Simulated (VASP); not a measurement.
A run of VASP 6.6.1:

Contents of POSCAR:

```
HfN
1.0
    0.0000000000      2.2267203467      2.2267203467
    2.2267203467      0.0000000000      2.2267203467
    2.2267203467      2.2267203467      0.0000000000
Hf N
1 1
Direct
    0.0000000000      0.0000000000      0.0000000000
    0.5000000000      0.5000000000      0.5000000000
```

File INCAR.step1:

```
SYSTEM = HfN
ALGO = Normal ; EDIFF = 1E-4
ENCUT = 520 ; GGA = PE
ISMEAR = 0 ; LASPH = .TRUE.
LCHARG = .FALSE. ; LREAL = .FALSE.
LWAVE = .TRUE. ; NBANDS = 14
NELM = 80 ; PREC = Accurate
SIGMA = 0.1
```

The input INCAR.step2:

```
SYSTEM = HfN
ALGO = Normal ; EDIFF = 1E-7
ENCUT = 520 ; ISIF = 2
ISMEAR = 0 ; ISTART = 1
LASPH = .TRUE. ; LCHARG = .FALSE.
LMIXTAU = .TRUE. ; LREAL = .FALSE.
LWAVE = .FALSE. ; METAGGA = R2SCAN
NBANDS = 14 ; NELM = 80
PREC = Accurate ; SIGMA = 0.1
```

File KPOINTS:

```
k-points
0
G
  16 16 16
  0 0 0
```

Potentials or basis: VASP PAW PBE potentials, release 64 (Hf_pv, N).

Launch:

```bash
$ cat potpaw_PBE.64/Hf_pv/POTCAR potpaw_PBE.64/N/POTCAR > POTCAR
$ cp INCAR.step1 INCAR
$ mpirun -np 1 vasp_std > vasp.out
$ cp INCAR.step2 INCAR
$ mpirun -np 1 vasp_std > vasp.out
```

Hardware: 1 thread of AMD EPYC 9R45 96-Core Processor (Zen 5), with other jobs on the host.

Problem. Estimate the wall time of this run.

Solution. Wall time 2.2 min on 1 thread of AMD EPYC 9R45 96-Core Processor (Zen 5), on a shared host, peak memory 0.15 GiB. Counts: k points 145.
